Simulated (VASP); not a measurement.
# WC (F-43m) in VASP: a series of runs

WC is run at these levels: PBEsol, r2SCAN; tasks: single point, relaxation of cell and atoms.

Everything below comes from runs of VASP 6.6.1. Logs are shortened: lines on timing, memory, paths and dates and some standing lists are left out, and cuts for length are marked.

## 1. The cell of the first run

It takes space group F-43m (No. 216, cubic). Conventional cell: a = 4.662 Å, b = 4.662 Å, c = 4.662 Å, α = 90.00°, β = 90.00°, γ = 90.00°. W (site symmetry -43m) has 4 C at 2.02 Å within 2.7 Å. C (site symmetry -43m) has 4 W at 2.02 Å within 2.7 Å.

## 2. Single point, PBEsol

File INCAR:

```
  ALGO = Normal
  EDIFF = 1E-7
  ENCUT = 520
  GGA = PS
  ISIF = 2
  ISMEAR = 0
  LASPH = True
  LCHARG = False
  LREAL = False
  LWAVE = False
  NBANDS = 16
  NELM = 80
  PREC = Accurate
  SIGMA = 0.1
```

File KPOINTS:

```
k-points
0
Gamma
  8 8 8
```

File POSCAR:

```
WC
1.0
    0.0000000000      2.3308964426      2.3308964426
    2.3308964426      0.0000000000      2.3308964426
    2.3308964426      2.3308964426      0.0000000000
W C
1 1
Direct
    0.0000000000      0.0000000000      0.0000000000
    0.2500000000      0.2500000000      0.2500000000
```

Potentials or basis: VASP PAW PBE potentials, release 64 (W_sv, C).

Launch:

```sh
cat potpaw_PBE.64/W_sv/POTCAR potpaw_PBE.64/C/POTCAR > POTCAR
mpirun -np 1 vasp_std > vasp.out
```

OUTCAR:

```text
EDIFF = 1E-7
   ENCUT = 520
   GGA = PS
   ISIF = 2
   ISMEAR = 0
   LASPH = True
   LREAL = False
   NELM = 80
   PREC = Accurate

 ion  position               nearest neighbor table
   1  0.000  0.000  0.000-   2 2.02   2 2.02   2 2.02   2 2.02
   2  0.250  0.250  0.250-   1 2.02   1 2.02   1 2.02   1 2.02

  LATTYP: Found a face centered cubic cell.
 ALAT       =     4.6617928852

  Lattice vectors:

 A1 = (   0.0000000000,   2.3308964426,   2.3308964426)
 A2 = (   2.3308964426,   0.0000000000,   2.3308964426)
 A3 = (   2.3308964426,   2.3308964426,   0.0000000000)

Analysis of symmetry for initial positions (statically):
=====================================================================
 Subroutine PRICEL returns:
 Original cell was already a primitive cell.

 Routine SETGRP: Setting up the symmetry group for a
 face centered cubic supercell.

 Subroutine GETGRP returns: Found 24 space group operations
 (whereof 24 operations were pure point group operations)
 out of a pool of 48 trial point group operations.

The static configuration has the point symmetry T_d .

Analysis of symmetry for dynamics (positions and initial velocities):
=====================================================================
 Subroutine PRICEL returns:
 Original cell was already a primitive cell.

 Routine SETGRP: Setting up the symmetry group for a
 face centered cubic supercell.

 Subroutine GETGRP returns: Found 24 space group operations
 (whereof 24 operations were pure point group operations)
 out of a pool of 48 trial point group operations.

The dynamic configuration has the point symmetry T_d .

 Subroutine INISYM returns: Found 24 space group operations
 (whereof 24 operations are pure point group operations),
 and found     1 'primitive' translations

----------------------------------------------------------------------------------------

                                     Primitive cell

  volume of cell :      25.3279

  direct lattice vectors                    reciprocal lattice vectors
     0.000000000  2.330896443  2.330896443    -0.214509744  0.214509744  0.214509744
     2.330896443  0.000000000  2.330896443     0.214509744 -0.214509744  0.214509744
     2.330896443  2.330896443  0.000000000     0.214509744  0.214509744 -0.214509744

  length of vectors
     3.296385362  3.296385362  3.296385362     0.371541776  0.371541776  0.371541776

  position of ions in fractional coordinates (direct lattice)
     0.000000000  0.000000000  0.000000000
     0.250000000  0.250000000  0.250000000

  ion indices of the primitive-cell ions
   primitive index   ion index
                 1           1
                 2           2

----------------------------------------------------------------------------------------

 KPOINTS: k-points

Automatic generation of k-mesh.
 Grid dimensions read from file:
 generate k-points for:    8    8    8

 Generating k-lattice:

  Cartesian coordinates                     Fractional coordinates (reciprocal lattice)
    -0.026813718  0.026813718  0.026813718     0.125000000  0.000000000  0.000000000
     0.026813718 -0.026813718  0.026813718     0.000000000  0.125000000  0.000000000
     0.026813718  0.026813718 -0.026813718     0.000000000  0.000000000  0.125000000

  Length of vectors
     0.046442722  0.046442722  0.046442722

  Shift w.r.t. Gamma in fractional coordinates (k-lattice)
     0.000000000  0.000000000  0.000000000

 Subroutine IBZKPT returns following result:
 ===========================================

 Found     29 irreducible k-points:

 Following reciprocal coordinates:
            Coordinates               Weight
  0.000000  0.000000  0.000000      1.000000
  0.125000  0.000000  0.000000      8.000000
  0.250000  0.000000  0.000000      8.000000
  0.375000  0.000000  0.000000      8.000000
  0.500000  0.000000  0.000000      4.000000
  0.125000  0.125000  0.000000      6.000000
[... 16 lines left out ...]
  0.500000  0.250000  0.125000     48.000000
 -0.375000  0.250000  0.125000     24.000000
 [... further k-points ...]
   k-points           NKPTS =     29   k-points in BZ     NKDIM =     29   number of bands    NBANDS=     16
   number of dos      NEDOS =    301   number of ions     NIONS =      2
   total plane-waves  NPLWV =  21952
   dimension x,y,z NGX =    28 NGY =   28 NGZ =   28
   dimension x,y,z NGXF=    56 NGYF=   56 NGZF=   56
   ions per type =               1   1
   NGX,Y,Z   is equivalent  to a cutoff of  14.12, 14.12, 14.12 a.u.
   NGXF,Y,Z  is equivalent  to a cutoff of  28.24, 28.24, 28.24 a.u.
 SYSTEM =  unknown system
   PREC   = accura    normal or accurate (medium, high low for compatibility)
   ISTART =      0    job   : 0-new  1-cont  2-samecut
   ICHARG =      2    charge: 1-file 2-atom 10-const
   ISPIN  =      1    spin polarized calculation?
   LNONCOLLINEAR =      F non collinear calculations
   LSORBIT =      F    spin-orbit coupling
   LASPH  =      T    aspherical Exc in radial PAW
   ENCUT  =  520.0 eV  38.22 Ry    6.18 a.u.   6.13  6.13  6.13*2*pi/ulx,y,z
   NELM   =     80;   NELMIN=  2; NELMDL= -5     # of ELM steps
   EDIFF  = 0.1E-06   stopping-criterion for ELM
   LREAL  =      F    real-space projection
   EDIFFG = 0.1E-05   stopping-criterion for IOM
   NSW    =      0    number of steps for IOM
   IBRION =     -1    ionic relax: 0-MD 1-quasi-New 2-CG
   NFREE  =      0    steps in history (QN), initial steepest desc. (CG)
   ISIF   =      2    stress and relaxation
   ISYM   =      2    0-nonsym 1-usesym 2-fastsym
   POTIM  = 0.5000    time-step for ionic-motion
   TEBEG  =    0.0;   TEEND  =   0.0 temperature during run
   PSTRESS=    0.0 pullay stress
   NELECT =      18.0000    total number of electrons
   NUPDOWN=      -1.0000    fix difference up-down
   EMIN   =  10.00;   EMAX   =-10.00  energy-range for DOS
   EFERMI =   0.00;   METHOD = LEGACY
   ISMEAR =     0;   SIGMA  =   0.10  broadening in eV -4-tet -1-fermi 0-gaus
   EFERMI_NEDOS =   21; number of points for ismear=-14 and -15
   IALGO  =     38    algorithm
   IMIX   =      4    mixing-type and parameters
     AMIX     =   0.40;   BMIX     =  1.00
     AMIX_MAG =   1.60;   BMIX_MAG =  1.00
  volume/ion in A,a.u.               =      12.66        85.46
  Fermi-wavevector in a.u.,A,eV,Ry     =   1.460941  2.760778 29.039577  2.134349
  Thomas-Fermi vector in A             =   2.577331
   LORBIT       =      0    0 simple, 1 ext, 2 COOP (PROOUT), +10 PAW based schemes
   GGA     = PS    functional components
   LHFCALC =     F    Hartree Fock is set to
   AEXX    =    0.0000 exact exchange contribution
   IVDW    =     0    specifies the selected vdW correction
   LEPSILON=     F    determine dielectric tensor
   LRPA    =     F    only Hartree local field effects (RPA)
 non-spin polarized calculation
 Gauss-broadening in eV      SIGMA  =   0.10
  energy-cutoff  :      520.00
  volume of cell :       25.33
 maximum number of plane-waves:       701
 NGX is ok and might be reduce to    28
   NGX = 13   NGY = 13   NGZ = 13

 number of electron      18.0000000 magnetization

 Free energy of the ion-electron system (eV)
  ---------------------------------------------------
  ext. energy  EPLUGINS =         0.00000000
  ---------------------------------------------------
  free energy    TOTEN  =       -22.35823110 eV

  energy without entropy =      -22.34802060  energy(sigma->0) =      -22.35312585

 E-fermi :   9.0305     XC(G=0): -12.5926

 val. band max:        9.0176330337   @ k =  -0.3750   0.2500   0.0000
 cond. band min:       9.0593427050   @ k =  -0.1250   0.1250   0.0000
 fundamental gap:      0.0417096714
 Fermi energy:         9.0304811298

 k-point     1 :       0.0000    0.0000    0.0000
  band No.  band energies     occupation
      1     -65.6454      2.00000
      2     -29.7880      2.00000
      3     -29.7880      2.00000
      4     -29.7880      2.00000
      5      -4.8450      2.00000
      6       3.2579      2.00000
[... 8 lines left out ...]
     15      23.2839      0.00000
     16      23.2839      0.00000

 k-point     2 :       0.1250    0.0000    0.0000
  band No.  band energies     occupation
      1     -65.6430      2.00000
      2     -29.8387      2.00000
      3     -29.7955      2.00000
      4     -29.7955      2.00000
      5      -4.5436      2.00000
      6       3.0236      2.00000
[... 8 lines left out ...]
     15      20.8935      0.00000
     16      23.2473      0.00000

 k-point     3 :       0.2500    0.0000    0.0000
  band No.  band energies     occupation
      1     -65.6373      2.00000
      2     -29.9591      2.00000
      3     -29.8136      2.00000
      4     -29.8136      2.00000
      5      -3.8103      2.00000
      6       2.7426      2.00000
[... 8 lines left out ...]
     15      18.0580      0.00000
     16      23.7885      0.00000

 k-point     4 :       0.3750    0.0000    0.0000
  band No.  band energies     occupation
      1     -65.6316      2.00000
      2     -30.0770      2.00000
      3     -29.8316      2.00000
      4     -29.8316      2.00000
      5      -3.1121      2.00000
      6       2.9787      2.00000
[... 8 lines left out ...]
     15      18.9496      0.00000
     16      25.1403      0.00000
[... 324 lines left out ...]
 k-point    22 :       0.3750    0.2500    0.1250
  band No.  band energies     occupation
      1     -65.6331      2.00000
      2     -29.9905      2.00000
      3     -29.8758      2.00000
      4     -29.8357      2.00000
      5      -3.2312      2.00000
      6       2.3545      2.00000
[... 8 lines left out ...]
     15      19.3010      0.00000
     16      21.9106      0.00000

 k-point    23 :       0.5000    0.2500    0.1250
  band No.  band energies     occupation
      1     -65.6285      2.00000
      2     -30.0554      2.00000
      3     -29.9135      2.00000
      4     -29.8564      2.00000
      5      -2.6454      2.00000
      6       2.7631      2.00000
[... 8 lines left out ...]
     15      19.6874      0.00000
     16      22.9159      0.00000

 k-point    24 :      -0.3750    0.2500    0.1250
  band No.  band energies     occupation
      1     -65.6266      2.00000
      2     -30.0832      2.00000
      3     -29.9255      2.00000
      4     -29.8674      2.00000
      5      -2.4273      2.00000
      6       3.3121      2.00000
[... 8 lines left out ...]
     15      21.0287      0.00000
     16      23.3298      0.00000

 [... further k-points ...]
[... 5 lines left out ...]
  --------------------------------------------------------------------------------------
  -------------------------------------------------------------------------------------
  Total        0.1183305      0.1183305      0.1183305      0.0000000     -0.0000000      0.0000000
  in kB        7.4852875      7.4852875      7.4852875      0.0000000     -0.0000000      0.0000000
  external PRESSURE =       7.4852875 kB  Pullay stress =       0.0000000 kB

 VOLUME and BASIS-vectors are now :
 -----------------------------------------------------------------------------
  energy-cutoff  :      520.00
  volume of cell :       25.33
      direct lattice vectors                 reciprocal lattice vectors
     0.000000000  2.330896443  2.330896443    -0.214509744  0.214509744  0.214509744
     2.330896443  0.000000000  2.330896443     0.214509744 -0.214509744  0.214509744
     2.330896443  2.330896443  0.000000000     0.214509744  0.214509744 -0.214509744

 POSITION                                       TOTAL-FORCE (eV/Angst)
 -----------------------------------------------------------------------------------
      0.00000      0.00000      0.00000         0.000000     -0.000000      0.000000
      1.16545      1.16545      1.16545        -0.000000      0.000000     -0.000000
 -----------------------------------------------------------------------------------
    total drift:                                0.000000      0.000000      0.000000

  FREE ENERGIE OF THE ION-ELECTRON SYSTEM (eV)
  ---------------------------------------------------
  free  energy   TOTEN  =       -22.3582311016 eV

  energy  without entropy=      -22.3480205955  energy(sigma->0) =      -22.35312585
```

It took 10 s on 1 thread of Intel Xeon Platinum 8488C (Sapphire Rapids), shared host; peak memory 0.15 GiB.

Results:

* Free energy: -22.3582 eV
* Pressure: 0.7 GPa
* Band gap on the k mesh: zero (band 9 reaches 9.86 eV, above the bottom of band 10 at 8.76 eV)

Levels at points of the mesh, in eV from the Fermi level:
```csv
k point,band 5,band 6,band 7,band 8,band 9,band 10,band 11,band 12,band 13,band 14
"(0.00, 0.00, 0.00)",-13.88,-5.77,-5.77,-5.77,-0.06,-0.06,2.74,7.68,7.68,7.68
"(0.50, 0.00, 0.00)",-11.89,-5.68,-5.05,-5.05,0.83,0.83,1.20,5.13,5.13,5.91
"(0.50, 0.50, 0.00)",-11.13,-7.54,-2.71,-2.71,-2.20,1.57,1.85,2.81,2.81,12.59
```

Caveat: the PAW data sets were made with another functional, which shifts forces and pressure a little; spin-orbit coupling is left out, which moves the levels of the heavy elements.

## 3. Relaxation of cell and atoms, PBEsol

This run uses another cell than the first one, of 13.69 Å³/atom, 1.081 times its volume.

File INCAR:

```
PREC = Accurate
ENCUT = 600
EDIFF = 1E-7
ISMEAR = 0
SIGMA = 0.1
LREAL = F
LASPH = T
NELM = 100
ALGO = Normal
ISIF = 3
LWAVE = F
LCHARG = F
GGA = PS
IBRION = 2
NSW = 100
EDIFFG = -0.05
```

File KPOINTS:

```
regular mesh
0
Gamma
  8 8 8
```

File POSCAR:

```
WC
1.0
    0.0000000000      2.3920423765      2.3920423765
    2.3920423765      0.0000000000      2.3920423765
    2.3920423765      2.3920423765      0.0000000000
W C
1 1
Direct
    0.0000000000      0.0000000000      0.0000000000
    0.2500000000      0.2500000000      0.2500000000
```

Potentials or basis: VASP PAW PBE potentials, release 64 (W_sv, C).

Launch:

```sh
cat potpaw_PBE.64/W_sv/POTCAR potpaw_PBE.64/C/POTCAR > POTCAR
mpirun -np 1 vasp_std > vasp.out
```

OUTCAR:

```text
PREC = Accurate
   ENCUT = 600
   EDIFF = 1E-7
   ISMEAR = 0
   LREAL = F
   LASPH = T
   NELM = 100
   ISIF = 3
   GGA = PS
   IBRION = 2
   NSW = 100
   EDIFFG = -0.05

 ion  position               nearest neighbor table
   1  0.000  0.000  0.000-   2 2.07   2 2.07   2 2.07   2 2.07
   2  0.250  0.250  0.250-   1 2.07   1 2.07   1 2.07   1 2.07

  LATTYP: Found a face centered cubic cell.
 ALAT       =     4.7840847530

  Lattice vectors:

 A1 = (   0.0000000000,   2.3920423765,   2.3920423765)
 A2 = (   2.3920423765,   0.0000000000,   2.3920423765)
 A3 = (   2.3920423765,   2.3920423765,   0.0000000000)

Analysis of symmetry for initial positions (statically):
=====================================================================
 Subroutine PRICEL returns:
 Original cell was already a primitive cell.

[... 221 lines left out ...]
      5      -3.8559      2.00000
      6       4.3216      2.00000
      7       4.3216      2.00000
      8       4.3216      2.00000
      9      11.0217      1.72832
     10      11.0217      1.72832
     11      14.2452      0.00000
     12      19.6018      0.00000
     13      19.6018      0.00000
[... 439 lines left out ...]
--------------------------------------- Ionic step        4  -------------------------------------------

 number of electron      18.0000000 magnetization

 Free energy of the ion-electron system (eV)
  ---------------------------------------------------
  ext. energy  EPLUGINS =         0.00000000
  ---------------------------------------------------
  free energy    TOTEN  =       -22.36102778 eV

  energy without entropy =      -22.35077048  energy(sigma->0) =      -22.35589913

 E-fermi :   8.9914     XC(G=0): -12.5767

 val. band max:        8.9790575024   @ k =  -0.3750   0.2500   0.0000
 cond. band min:       9.0205418376   @ k =  -0.1250   0.1250   0.0000
 fundamental gap:      0.0414843353
 Fermi energy:         8.9913878433

 k-point     1 :       0.0000    0.0000    0.0000
  band No.  band energies     occupation
      1     -65.6884      2.00000
      2     -29.8298      2.00000
      3     -29.8298      2.00000
      4     -29.8298      2.00000
      5      -4.8632      2.00000
      6       3.2371      2.00000
      7       3.2371      2.00000
      8       3.2371      2.00000
      9       8.9286      1.62566
     10       8.9286      1.62566
     11      11.7182      0.00000
     12      16.6560      0.00000
     13      16.6560      0.00000
[... 397 lines left out ...]
  FREE ENERGIE OF THE ION-ELECTRON SYSTEM (eV)
  ---------------------------------------------------
  free  energy   TOTEN  =       -22.3610277840 eV

  energy  without entropy=      -22.3507704807  energy(sigma->0) =      -22.35589913

 reached required accuracy - stopping structural energy minimisation
```

OSZICAR:

```text
N       E                     dE             d eps       ncg     rms          rms(c)
DAV:   1     0.123013732781E+03    0.12301E+03   -0.10479E+04   754   0.162E+03
DAV:   2    -0.207124428227E+02   -0.14373E+03   -0.13980E+03   894   0.396E+02
DAV:   3    -0.257062569045E+02   -0.49938E+01   -0.49398E+01   879   0.669E+01
[... 38 lines left out ...]
DAV:   2    -0.223612451473E+02    0.15123E-02   -0.37767E-03   774   0.739E-01    0.102E-01
DAV:   3    -0.223610448245E+02    0.20032E-03   -0.43610E-04   879   0.194E-01    0.447E-02
DAV:   4    -0.223610263072E+02    0.18517E-04   -0.57646E-05   819   0.856E-02    0.439E-02
DAV:   5    -0.223610277863E+02   -0.14790E-05   -0.63777E-06   814   0.293E-02    0.364E-03
DAV:   6    -0.223610277840E+02    0.22560E-08   -0.56811E-07   864   0.607E-03
   4 F= -.22361028E+02 E0= -.22355899E+02  d E =-.118776E+00
```

Wall time 29 s (1 thread of Intel Xeon Platinum 8488C (Sapphire Rapids), shared host); peak memory 0.16 GiB.

Results:

```
Free energy                            : -22.3610 eV
Relaxed volume                         : 12.70 Å³/atom
Relaxed cell                           : a = 3.300 Å, b = 3.300 Å, c = 3.300 Å, α = 60.00°, β = 60.00°, γ = 60.00°
Space group after relaxing (to 0.05 Å) : F-43m (No. 216)
Energy gained by relaxing              : 59.4 meV/atom
Ionic steps                            : 4
Pressure after relaxing                : -0.2 GPa
Band gap on the k mesh                 : zero (band 9 reaches 9.82 eV, above the bottom of band 10 at 8.73 eV)
```

The path:
```csv
step,energy change (eV),largest force (eV/Å),pressure (GPa),volume (Å³)
1,0.0000,0.0000,-17.95,27.37
2,0.4738,0.0000,59.31,21.74
3,-0.1184,0.0000,-1.12,25.49
4,-0.1188,0.0000,-0.19,25.40
```

Final structure:
```yaml
crystal:
  lattice:
    - [0.00000, 2.33324, 2.33324]
    - [2.33324, 0.00000, 2.33324]
    - [2.33324, 2.33324, 0.00000]
  atoms:
    - { symbol: W, position: [0.00000, 0.00000, 0.00000] }
    - { symbol: C, position: [0.25000, 0.25000, 0.25000] }
```

Levels at points of the mesh, in eV from the Fermi level:
| k point | band 6 | band 7 | band 8 | band 9 | band 10 | band 11 | band 12 | band 13 |
| --- | --- | --- | --- | --- | --- | --- | --- | --- |
| (0.00, 0.00, 0.00) | -5.75 | -5.75 | -5.75 | -0.06 | -0.06 | 2.73 | 7.66 | 7.66 |
| (0.50, 0.00, 0.00) | -5.67 | -5.04 | -5.04 | 0.82 | 0.82 | 1.20 | 5.11 | 5.11 |
| (0.50, 0.50, 0.00) | -7.52 | -2.71 | -2.71 | -2.19 | 1.56 | 1.84 | 2.80 | 2.80 |

Caveat: the PAW data sets were made with another functional, which shifts forces and pressure a little; spin-orbit coupling is left out, which moves the levels of the heavy elements.

(Part 1 of 2 ends here.)
